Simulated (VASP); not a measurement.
Zn3BiO:

```
CELL_PARAMETERS angstrom
4.30658 0.00000 0.00000
0.00000 4.30658 0.00000
0.00000 0.00000 4.48952
ATOMIC_POSITIONS crystal
Zn 0.50000 0.00000 0.50000
Zn 0.00000 0.50000 0.50000
Zn 0.50000 0.50000 0.00000
Bi 0.00000 0.00000 0.50000
O 0.00000 0.00000 0.00000
```

The cell was built from a structure type or drawn by symmetry, and may not be a known phase.

```yaml
Program: VASP 6.6.1
Task: relaxation of cell and atoms
Functional: PBE
Potentials_or_basis: VASP PAW PBE potentials, release 64 (Zn, Bi_d, O_h)
Cutoff: 910 eV
k_mesh: 4 × 4 × 4
Occupations: gaussian, width 0.1 eV
Spin: no spin polarisation
```

At the start: pressure 47.3 GPa; volume 16.65 Å³/atom.

How do energy, volume and symmetry change on relaxing?

Over 7 steps the energy falls by 1207.8 meV/atom and the volume is 24.37 Å³/atom (+46.4 %); space group P4/mmm (No. 123, to 0.1 Å) before and after.

Step by step:
```
step  energy change (eV)  largest force (eV/Å)  pressure (GPa)  volume (Å³)
   1              0.0000                0.0000           47.26        83.27
   2             -5.1548                0.0000           -7.58       153.74
   3             -5.9294                0.0000           -0.58       123.27
   4             -5.9433                0.0000           -1.94       127.17
   5             -5.9441                0.0000           -1.61       126.19
   6             -6.0385                0.0000           -0.04       122.20
   7             -6.0391                0.0000            0.13       121.87
```

Final structure:
```
CELL_PARAMETERS angstrom
5.28722 0.00000 0.00000
0.00000 5.28722 0.00000
0.00000 0.00000 4.35949
ATOMIC_POSITIONS crystal
Zn 0.50000 0.00000 0.50000
Zn 0.00000 0.50000 0.50000
Zn 0.50000 0.50000 0.00000
Bi 0.00000 0.00000 0.50000
O 0.00000 0.00000 0.00000
```

Caveat: the k points lie up to 0.36 Å⁻¹ apart in the final cell, too coarse for converged energies and pressures of a metal; the cutoff is under 1.25 times the usual one of these potentials, so pressure, stress and relaxed cells hold a basis-set (Pulay) error; the volume moved by over 15 % at a fixed basis, so the end points are rough; an odd number of electrons without spin polarisation forces a metal; a magnetic or distorted state may lie lower.
